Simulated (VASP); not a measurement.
A run of VASP 6.6.1 is set up as follows.

INCAR

```
ALGO = Normal ; EDIFF = 1E-6
ENCUT = 520 ; GGA = PS
ISIF = 2 ; ISMEAR = 1
LASPH = T ; LCHARG = T
LELF = T ; LREAL = F
LVHAR = T ; LWAVE = F
NBANDS = 20 ; NELM = 80
PREC = Accurate ; SIGMA = 0.15
```

KPOINTS

```
k-points
0
Gamma
  10 10 5
```

Contents of POSCAR:

```
MoS2
1.0
    3.1446727129      0.0000000000      0.0000000000
   -1.5723358693      2.7233657936      0.0000000000
    0.0000000000      0.0000000000      6.1505427925
Mo S
1 2
Direct
    0.0000000000      0.0000000000      0.5000000000
    0.3333333333      0.6666666667      0.2553190000
    0.6666666667      0.3333333333      0.7446810000
```

Potentials or basis: VASP PAW PBE potentials, release 64 (Mo_sv, S).

Launch:

```sh
$ cat potpaw_PBE.64/Mo_sv/POTCAR potpaw_PBE.64/S/POTCAR > POTCAR
$ mpirun -np 1 vasp_std > vasp.out
```

(1) What does it give for the band gap on the k mesh?

(2) Predict the largest force.

Results:

(1) zero (band 13 reaches 8.29 eV, above the bottom of band 14 at 7.54 eV).

(2) 1.396 eV/Å.

Caveat: the PAW data sets were made with another functional, which shifts forces and pressure a little.
